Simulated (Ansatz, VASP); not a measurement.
## One calculation of Hg, two programs

File INCAR:

```
SYSTEM = Hg
ALGO = Normal
EDIFF = 1E-6
ENCUT = 520
GGA = PE
ISIF = 2
ISMEAR = -1
LASPH = .True.
LCHARG = .False.
LREAL = .False.
LWAVE = .False.
NBANDS = 19
NELM = 80
PREC = Accurate
SIGMA = 0.05
```

Contents of KPOINTS:

```
k-points
0
Gamma
  11 11 11
  0 0 0
```

File POSCAR:

```
Hg
1.0
    0.0000000000      3.2354802548      3.2354802548
    3.2354802548      0.0000000000      3.2354802548
    3.2354802548      3.2354802548      0.0000000000
Hg
2
Direct
   -0.1250000000     -0.1250000000     -0.1250000000
    0.1250000000      0.1250000000      0.1250000000
```

Input for Ansatz:

```yaml
crystal:
  lattice:
    - [0.0, 3.2354802548, 3.2354802548]
    - [3.2354802548, 0.0, 3.2354802548]
    - [3.2354802548, 3.2354802548, 0.0]
  atoms:
    - { symbol: Hg, position: [-0.125, -0.125, -0.125] }
    - { symbol: Hg, position: [0.125, 0.125, 0.125] }
kpoints:
  mp_grid: { grid: [11, 11, 11] }
  band_path:
    path:
      - [0.0, 0.0, 0.0]
      - [0.5, 0.0, 0.5]
      - [0.625, 0.25, 0.625]
      - [0.375, 0.375, 0.75]
      - [0.0, 0.0, 0.0]
      - [0.5, 0.5, 0.5]
      - [0.5, 0.25, 0.75]
      - [0.5, 0.0, 0.5]
    npoints: 8
scf:
  occupations: { method: fermi_dirac, width: 0.05 }
hamiltonian:
  xc: pbe
  pseudopotentials: { kind: paw }
output:
  forces: true
  stress: true
  eigenvalues: true
  populations: true
  dos: { projected: true, de: 0.2, e_range: [-14, 8] }
```

Change from the starting cell: volume scaled by 0.6, PAW files.

Alike in both runs: task single point; functional PBE; k mesh 11 × 11 × 11; occupations fermi-dirac, width 0.05 eV; no spin polarisation.

|  | VASP | Ansatz |
| --- | --- | --- |
| version | VASP 6.6.1 | Ansatz 0.2.0 |
| potentials or method | VASP PAW PBE potentials, release 64 (Hg) | PAW with Ansatz's default frozen-core files, scalar-relativistic |
| plane-wave cutoff (eV) | 520 | 420 |
| valence electrons in the cell | 24 | 40 |

```tsv
	VASP	Ansatz	Ansatz less VASP
pressure (GPa)	4.5	4.2	-0.31
```

The functional is the same, so the differences come from potentials, cutoffs and numerics. VASP's potentials hold 24 valence electrons a cell and Ansatz's 40, so a difference there can come from the potentials and not from the codes.

Neither program's run includes spin-orbit coupling.
